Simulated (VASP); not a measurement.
# CO2 (I-42d) in VASP: single point with r2SCAN

Aim: the single point of CO2 with r2SCAN.

Program: VASP 6.6.1. These are calculated values, not measurements. Logs are shortened: lines on timing, memory, paths and dates and some standing lists are left out, and cuts for length are marked.

## Step 1: The cell of the first run

The structure is tetragonal, space group I-42d (No. 122). Conventional cell: a = 3.910 Å, b = 3.910 Å, c = 5.935 Å, α = 90.00°, β = 90.00°, γ = 90.00°. Within 1.9 Å of C (site symmetry -4) lie 4 O at 1.39 Å. O (site symmetry 2) has 2 C at 1.39 Å within 1.9 Å.

## Step 2: Single point, r2SCAN

Contents of POSCAR:

```
CO2
1.0
   -1.9548127151      1.9548127151      2.9673315054
    1.9548127151     -1.9548127151      2.9673315054
    1.9548127151      1.9548127151     -2.9673315054
C O
2 4
Direct
    0.0000000000      0.0000000000      0.0000000000
    0.7500000000      0.2500000000      0.5000000000
    0.3750000000      0.2923507873      0.4173507873
    0.7076492127      0.1250000000      0.0826492127
    0.8750000000      0.9576492127      0.5826492127
    0.0423507873      0.6250000000      0.9173507873
```

Contents of INCAR.step1:

```
  PREC = Accurate
  ENCUT = 520
  ISMEAR = 0
  SIGMA = 0.01
  LREAL = False
  LASPH = True
  NELM = 60
  NBANDS = 25
  GGA = PE
  ALGO = Normal
  EDIFF = 1E-4
  LWAVE = True
  LCHARG = False
```

Contents of INCAR.step2:

```
  PREC = Accurate
  ENCUT = 520
  EDIFF = 1E-6
  ISMEAR = 0
  SIGMA = 0.01
  LREAL = False
  LASPH = True
  NELM = 60
  ALGO = Normal
  ISIF = 2
  LWAVE = False
  LCHARG = True
  METAGGA = R2SCAN
  LMIXTAU = True
  LELF = True
  LVHAR = True
  NBANDS = 25
  ISTART = 1
```

Contents of KPOINTS:

```
Automatic mesh
0
Gamma
  10 10 10
```

Potentials or basis: VASP PAW PBE potentials, release 64 (C, O).

Launch:

```
$ cat potpaw_PBE.64/C/POTCAR potpaw_PBE.64/O/POTCAR > POTCAR
$ cp INCAR.step1 INCAR
$ mpirun -np 1 vasp_std > vasp.out
$ cp INCAR.step2 INCAR
$ mpirun -np 1 vasp_std > vasp.out
```

OUTCAR:

```text
PREC = Accurate
   ENCUT = 520
   EDIFF = 1E-6
   ISMEAR = 0
   LREAL = False
   LASPH = True
   NELM = 60
   ISIF = 2
   METAGGA = R2SCAN
   ISTART = 1

 ion  position               nearest neighbor table
   1  0.000  0.000  0.000-   6 1.39   4 1.39   5 1.39   3 1.39
   2  0.750  0.250  0.500-   3 1.39   4 1.39   5 1.39   6 1.39
   3  0.375  0.292  0.417-   2 1.39   1 1.39
   4  0.708  0.125  0.083-   1 1.39   2 1.39
   5  0.875  0.958  0.583-   1 1.39   2 1.39
   6  0.042  0.625  0.917-   1 1.39   2 1.39

  LATTYP: Found a body centered tetragonal cell.
 ALAT       =     3.9096254302
 C/A-ratio  =     1.5179620444

  Lattice vectors:

 A1 = (  -1.9548127151,   1.9548127151,   2.9673315054)
 A2 = (   1.9548127151,  -1.9548127151,   2.9673315054)
 A3 = (   1.9548127151,   1.9548127151,  -2.9673315054)

Analysis of symmetry for initial positions (statically):
=====================================================================
 Subroutine PRICEL returns:
 Original cell was already a primitive cell.

 Routine SETGRP: Setting up the symmetry group for a
 body centered tetragonal supercell.

 Subroutine GETGRP returns: Found  8 space group operations
 (whereof  4 operations were pure point group operations)
 out of a pool of 16 trial point group operations.

The static configuration has the point symmetry S_4 .
 The point group associated with its full space group is D_2d.

Analysis of symmetry for dynamics (positions and initial velocities):
=====================================================================
 Subroutine PRICEL returns:
 Original cell was already a primitive cell.

 Routine SETGRP: Setting up the symmetry group for a
 body centered tetragonal supercell.

 Subroutine GETGRP returns: Found  8 space group operations
 (whereof  4 operations were pure point group operations)
 out of a pool of 16 trial point group operations.

The dynamic configuration has the point symmetry S_4 .
 The point group associated with its full space group is D_2d.

 Subroutine INISYM returns: Found  8 space group operations
 (whereof  4 operations are pure point group operations),
 and found     1 'primitive' translations

----------------------------------------------------------------------------------------

                                     Primitive cell

  volume of cell :      45.3562

  direct lattice vectors                    reciprocal lattice vectors
    -1.954812715  1.954812715  2.967331505     0.000000000  0.255778979  0.168501564
     1.954812715 -1.954812715  2.967331505     0.255778979  0.000000000  0.168501564
     1.954812715  1.954812715 -2.967331505     0.255778979  0.255778979  0.000000000

  length of vectors
     4.055569228  4.055569228  4.055569228     0.306293426  0.306293426  0.361726101

  position of ions in fractional coordinates (direct lattice)
     0.000000000  0.000000000  0.000000000
     0.750000000  0.250000000  0.500000000
     0.375000000  0.292350787  0.417350787
     0.707649213  0.125000000  0.082649213
     0.875000000  0.957649213  0.582649213
     0.042350787  0.625000000  0.917350787

  ion indices of the primitive-cell ions
   primitive index   ion index
                 1           1
                 2           2
                 3           3
                 4           4
                 5           5
                 6           6

----------------------------------------------------------------------------------------

 KPOINTS: Automatic mesh

Automatic generation of k-mesh.
 Grid dimensions read from file:
 generate k-points for:   10   10   10

 Generating k-lattice:

  Cartesian coordinates                     Fractional coordinates (reciprocal lattice)
     0.000000000  0.025577898  0.016850156     0.100000000  0.000000000  0.000000000
     0.025577898  0.000000000  0.016850156     0.000000000  0.100000000  0.000000000
     0.025577898  0.025577898  0.000000000     0.000000000  0.000000000  0.100000000

  Length of vectors
     0.030629343  0.030629343  0.036172610

  Shift w.r.t. Gamma in fractional coordinates (k-lattice)
     0.000000000  0.000000000  0.000000000

 Subroutine IBZKPT returns following result:
 ===========================================

 Found    102 irreducible k-points:

 Following reciprocal coordinates:
            Coordinates               Weight
  0.000000  0.000000  0.000000      1.000000
  0.100000 -0.000000  0.000000      8.000000
  0.200000 -0.000000  0.000000      8.000000
  0.300000 -0.000000  0.000000      8.000000
  0.400000 -0.000000  0.000000      8.000000
  0.500000 -0.000000  0.000000      4.000000
[... 16 lines left out ...]
  0.300000  0.300000  0.000000      8.000000
  0.400000  0.300000  0.000000     16.000000
 [... further k-points ...]
   k-points           NKPTS =    102   k-points in BZ     NKDIM =    102   number of bands    NBANDS=     25
   number of dos      NEDOS =    301   number of ions     NIONS =      6
   total plane-waves  NPLWV =  27000
   dimension x,y,z NGX =    30 NGY =   30 NGZ =   30
   dimension x,y,z NGXF=    60 NGYF=   60 NGZF=   60
   ions per type =               2   4
   NGX,Y,Z   is equivalent  to a cutoff of  12.30, 12.30, 12.30 a.u.
   NGXF,Y,Z  is equivalent  to a cutoff of  24.60, 24.60, 24.60 a.u.
 SYSTEM =  unknown system
   PREC   = accura    normal or accurate (medium, high low for compatibility)
   ISTART =      1    job   : 0-new  1-cont  2-samecut
   ICHARG =      0    charge: 1-file 2-atom 10-const
   ISPIN  =      1    spin polarized calculation?
   LNONCOLLINEAR =      F non collinear calculations
   LSORBIT =      F    spin-orbit coupling
   LASPH  =      T    aspherical Exc in radial PAW
   ENCUT  =  520.0 eV  38.22 Ry    6.18 a.u.   7.54  7.54  7.54*2*pi/ulx,y,z
   NELM   =     60;   NELMIN=  2; NELMDL=  0     # of ELM steps
   EDIFF  = 0.1E-05   stopping-criterion for ELM
   LREAL  =      F    real-space projection
   EDIFFG = 0.1E-04   stopping-criterion for IOM
   NSW    =      0    number of steps for IOM
   IBRION =     -1    ionic relax: 0-MD 1-quasi-New 2-CG
   NFREE  =      0    steps in history (QN), initial steepest desc. (CG)
   ISIF   =      2    stress and relaxation
   ISYM   =      2    0-nonsym 1-usesym 2-fastsym
   POTIM  = 0.5000    time-step for ionic-motion
   TEBEG  =    0.0;   TEEND  =   0.0 temperature during run
   PSTRESS=    0.0 pullay stress
   NELECT =      32.0000    total number of electrons
   NUPDOWN=      -1.0000    fix difference up-down
   EMIN   =  10.00;   EMAX   =-10.00  energy-range for DOS
   EFERMI =   0.00;   METHOD = LEGACY
   ISMEAR =     0;   SIGMA  =   0.01  broadening in eV -4-tet -1-fermi 0-gaus
   EFERMI_NEDOS =   21; number of points for ismear=-14 and -15
   IALGO  =     38    algorithm
   IMIX   =      4    mixing-type and parameters
     AMIX     =   0.40;   BMIX     =  1.00
     AMIX_MAG =   1.60;   BMIX_MAG =  1.00
  volume/ion in A,a.u.               =       7.56        51.01
  Fermi-wavevector in a.u.,A,eV,Ry     =   1.457402  2.754090 28.899055  2.124021
  Thomas-Fermi vector in A             =   2.574208
   LORBIT       =      0    0 simple, 1 ext, 2 COOP (PROOUT), +10 PAW based schemes
   METAGGA = R2SCAN    functional components
   LHFCALC =     F    Hartree Fock is set to
   AEXX    =    0.0000 exact exchange contribution
   IVDW    =     0    specifies the selected vdW correction
   LEPSILON=     F    determine dielectric tensor
   LRPA    =     F    only Hartree local field effects (RPA)
 non-spin polarized calculation
 Gauss-broadening in eV      SIGMA  =   0.01
  energy-cutoff  :      520.00
  volume of cell :       45.36
 maximum number of plane-waves:      1239
   NGX = 15   NGY = 15   NGZ = 15

 number of electron      31.9999977 magnetization

 Free energy of the ion-electron system (eV)
  ---------------------------------------------------
  ext. energy  EPLUGINS =         0.00000000
  ---------------------------------------------------
  free energy    TOTEN  =       -49.36599554 eV

  energy without entropy =      -49.36599554  energy(sigma->0) =      -49.36599554

 E-fermi :   2.1431     XC(G=0): -12.0652

 val. band max:        2.0225768476   @ k =   0.5000  -0.0000   0.0000
 cond. band min:      10.5004851555   @ k =   0.0000   0.0000   0.0000
 fundamental gap:      8.4779083079
 Fermi energy:         2.1430983770

 k-point     1 :       0.0000    0.0000    0.0000
  band No.  band energies     occupation
      1     -23.4041      2.00000
      2     -18.0445      2.00000
      3     -18.0445      2.00000
      4     -17.3311      2.00000
      5     -13.1958      2.00000
      6      -7.9572      2.00000
[... 17 lines left out ...]
     24      18.5451      0.00000
     25      18.5451      0.00000

 k-point     2 :       0.1000   -0.0000    0.0000
  band No.  band energies     occupation
      1     -23.3350      2.00000
      2     -18.1952      2.00000
      3     -18.0630      2.00000
      4     -17.4321      2.00000
      5     -12.9728      2.00000
      6      -7.9487      2.00000
[... 17 lines left out ...]
     24      18.4981      0.00000
     25      18.6392      0.00000

 k-point     3 :       0.2000   -0.0000    0.0000
  band No.  band energies     occupation
      1     -23.1354      2.00000
      2     -18.6645      2.00000
      3     -18.1054      2.00000
      4     -17.5789      2.00000
      5     -12.4536      2.00000
      6      -7.9465      2.00000
[... 17 lines left out ...]
     24      18.2915      0.00000
     25      18.7265      0.00000

 k-point     4 :       0.3000   -0.0000    0.0000
  band No.  band energies     occupation
      1     -22.8347      2.00000
      2     -19.3007      2.00000
      3     -18.1483      2.00000
      4     -17.6825      2.00000
      5     -11.8966      2.00000
      6      -7.9397      2.00000
[... 17 lines left out ...]
     24      17.9430      0.00000
     25      18.5337      0.00000
[... 477 lines left out ...]
 k-point    22 :      -0.2000    0.2000    0.0000
  band No.  band energies     occupation
      1     -23.0344      2.00000
      2     -18.9098      2.00000
      3     -18.1202      2.00000
      4     -17.5443      2.00000
      5     -12.3113      2.00000
      6      -8.4648      2.00000
[... 17 lines left out ...]
     24      18.2801      0.00000
     25      19.1805      0.00000

 k-point    23 :       0.3000    0.3000    0.0000
  band No.  band energies     occupation
      1     -22.0540      2.00000
      2     -20.4119      2.00000
      3     -18.2855      2.00000
      4     -17.9496      2.00000
      5     -10.7055      2.00000
      6      -8.6165      2.00000
[... 17 lines left out ...]
     24      17.9303      0.00000
     25      18.1686      0.00000

 k-point    24 :       0.4000    0.3000    0.0000
  band No.  band energies     occupation
      1     -21.8111      2.00000
      2     -20.7113      2.00000
      3     -18.2634      2.00000
      4     -17.9939      2.00000
      5     -10.4797      2.00000
      6      -8.9581      2.00000
[... 17 lines left out ...]
     24      17.9176      0.00000
     25      18.4341      0.00000

 [... further k-points ...]
[... 5 lines left out ...]
  --------------------------------------------------------------------------------------
  -------------------------------------------------------------------------------------
  Total        0.6733940      0.6733940      0.5596380      0.0000000      0.0000000      0.0000000
  in kB       23.7872059     23.7872059     19.7688510      0.0000000      0.0000000      0.0000000
  external PRESSURE =      22.4477543 kB  Pullay stress =       0.0000000 kB

 VOLUME and BASIS-vectors are now :
 -----------------------------------------------------------------------------
  energy-cutoff  :      520.00
  volume of cell :       45.36
      direct lattice vectors                 reciprocal lattice vectors
    -1.954812715  1.954812715  2.967331505     0.000000000  0.255778979  0.168501564
     1.954812715 -1.954812715  2.967331505     0.255778979  0.000000000  0.168501564
     1.954812715  1.954812715 -2.967331505     0.255778979  0.255778979  0.000000000

 POSITION                                       TOTAL-FORCE (eV/Angst)
 -----------------------------------------------------------------------------------
      0.00000      0.00000      0.00000         0.000000     -0.000000     -0.000000
      0.00000      1.95481      1.48367         0.000000     -0.000000      0.000000
      0.65428      0.97741      0.74183         0.129346     -0.000000      0.000000
     -0.97741      1.30053      2.22550         0.000000     -0.129346     -0.000000
      1.30053      0.97741      3.70916        -0.129346     -0.000000     -0.000000
      2.93222      0.65428     -0.74183         0.000000      0.129346      0.000000
 -----------------------------------------------------------------------------------
    total drift:                                0.000002      0.000002      0.000002

  FREE ENERGIE OF THE ION-ELECTRON SYSTEM (eV)
  ---------------------------------------------------
  free  energy   TOTEN  =       -49.3659955380 eV

  energy  without entropy=      -49.3659955380  energy(sigma->0) =      -49.36599554
```

It took 7.3 min on 1 thread of AMD EPYC 7R43 (Zen 3), shared host; peak memory 0.19 GiB.

Results:

* Free energy: -49.3660 eV
* Pressure: 2.2 GPa
* Largest force: 0.129 eV/Å
* Band gap on the k mesh: 8.48 eV, indirect (least direct gap 8.88 eV)

Forces on the atoms (eV/Å):
```
C    0.000  0.000  0.000
C    0.000  0.000  0.000
O    0.129  0.000  0.000
O    0.000 -0.129  0.000
O   -0.129  0.000  0.000
O    0.000  0.129  0.000
```

Caveat: the PAW data sets were made with another functional, which shifts forces and pressure a little. A k mesh can miss the band edges.
